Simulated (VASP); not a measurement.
Al, 1 atom in the cell. The structure is trigonal, space group R-3m (No. 166). The conventional cell has a = 4.611 Å, b = 4.611 Å, c = 2.626 Å, α = 90.00°, β = 90.00°, γ = 120.00°. Within 3.5 Å of Al (site symmetry -3m) lie 14 Al at 2.63 to 3.19 Å.  This cell differs from its parent crystal: ratio of the length along [111] to the lengths across it x 0.93, volume and fractional coordinates fixed.

| Quantity | Value |
| --- | --- |
| Program | VASP 6.6.1 |
| Task | single point |
| Functional | LDA |
| Potentials or basis | VASP PAW LDA potentials, release 64 (Al) |
| Cutoff | 520 eV |
| k mesh | 24 × 24 × 24 |
| Occupations | methfessel-paxton, width 0.2 eV |
| Spin | no spin polarisation |
| Dipole correction | no |
| Further INCAR settings | ALGO = Fast; EDIFF = 1e-06; NBANDS = 8 |

Potentials or basis: VASP PAW LDA potentials, release 64 (Al).

The run is started by

```console
$ cat potpaw_LDA.64/Al/POTCAR > POTCAR
$ mpirun -np 1 vasp_std > vasp.out
```

Hardware: 1 thread of Intel(R) Xeon(R) Platinum 8375C CPU @ 2.90GHz (Ice Lake), on a shared host.

How long does it take, and how much memory?

Run time: 67 s on 1 thread of Intel(R) Xeon(R) Platinum 8375C CPU @ 2.90GHz (Ice Lake), on a shared host, peak memory 0.25 GiB. Counts: scf iterations 10, k points 1313.
